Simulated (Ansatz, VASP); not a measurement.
Ag: VASP beside Ansatz

```
Ag
1.0
     4.59850    0.00000    0.00000
    -2.29925    3.98242    0.00000
     0.00000    0.00000    2.75679
Ag
3
Direct
  0.00000 0.00000 0.00000
  0.33333 0.66667 0.50000
  0.66667 0.33333 0.50000
```

Alike in both runs: task single point; functional RPBE; k mesh 9 × 9 × 12; occupations fermi-dirac, width 0.1 eV; no spin polarisation.

|  | VASP | Ansatz |
| --- | --- | --- |
| version | VASP 6.6.1 | Ansatz 0.2.0 |
| potentials or method | VASP PAW PBE potentials, release 64 (Ag), cutoff 520 eV | plane waves (420 eV) with PAW, scalar-relativistic |
| valence electrons in the cell | 33 | 57 |

|  | VASP | Ansatz | Ansatz less VASP |
| --- | --- | --- | --- |
| pressure (GPa) | 12.7 | 12.9 | +0.19 |
| traceless stress, the component that is largest in VASP (GPa) | -0.86 | -0.87 | -0.009 |

VASP's potentials were made for PBE, not for RPBE. With one functional, cell and mesh, what is left measures potentials, basis and numerics. VASP's potentials hold 33 valence electrons a cell and Ansatz's 57, so a difference there can come from the potentials and not from the codes.
